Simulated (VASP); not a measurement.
Crystal: AlN.

```
CELL_PARAMETERS angstrom
0.00000 2.18399 2.18399
2.18399 0.00000 2.18399
2.18399 2.18399 0.00000
ATOMIC_POSITIONS crystal
Al 0.00000 0.00000 0.00000
N 0.25000 0.25000 0.25000
```

```yaml
Program: VASP 6.6.1
Task: relaxation of cell and atoms
Functional: BLYP
Potentials_or_basis: VASP PAW PBE potentials, release 64 (Al, N)
Cutoff: 600 eV
k_mesh: 10 × 10 × 10
Occupations: fermi-dirac, width 0.05 eV
Spin: no spin polarisation
```

At the start: pressure 8.1 GPa; volume 10.42 Å³/atom.

Task: How do energy, volume and symmetry change on relaxing?

Result: Over 3 steps the energy falls by 10.4 meV/atom and the volume is 10.85 Å³/atom (+4.1 %); space group F-43m (No. 216, to 0.05 Å).

Step by step:
```tsv
step	energy change (eV)	largest force (eV/Å)	pressure (GPa)	volume (Å³)
1	0.0000	0.0000	8.08	20.83
2	-0.0060	0.0000	-6.03	22.46
3	-0.0209	0.0000	-0.04	21.69
```

Final structure:
```
CELL_PARAMETERS angstrom
0.00000 2.21362 2.21362
2.21362 0.00000 2.21362
2.21362 2.21362 0.00000
ATOMIC_POSITIONS crystal
Al 0.00000 0.00000 0.00000
N 0.25000 0.25000 0.25000
```

Caveat: the PAW data sets were made with another functional, which shifts forces and pressure a little.
